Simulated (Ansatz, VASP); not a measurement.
TePb: VASP beside Ansatz

```
Pb Te
1.0
     0.00000    3.22700    3.22700
     3.22700    0.00000    3.22700
     3.22700    3.22700    0.00000
Pb Te
1 1
Direct
  0.50000 0.50000 0.50000
  0.00000 0.00000 0.00000
```

Alike in both runs: task single point; functional r2SCAN; k mesh 10 × 10 × 10; occupations gaussian, width 0.05 eV; no spin polarisation.

|  | VASP | Ansatz |
| --- | --- | --- |
| version | VASP 6.6.1 | Ansatz 0.2.0 |
| potentials or method | VASP PAW PBE potentials, release 64 (Pb_d, Te), cutoff 520 eV | scalar-relativistic, plane waves, PAW |
| valence electrons in the cell | 20 | 30 |

|  | VASP | Ansatz | Ansatz less VASP |
| --- | --- | --- | --- |
| gap on the k mesh at the Fermi level (eV) | 1.01 | 1.01 | -0.004 |
| least direct gap on the mesh (eV) | 1.01 | 1.01 | -0.004 |
| pressure (GPa) | 1.7 | 1.7 | 0.00 |

VASP's potentials were made for PBE, not for r2SCAN. With one functional, cell and mesh, what is left measures potentials, basis and numerics. VASP's potentials hold 20 valence electrons a cell and Ansatz's 30, so a difference there can come from the potentials and not from the codes.

Neither program's run includes spin-orbit coupling.
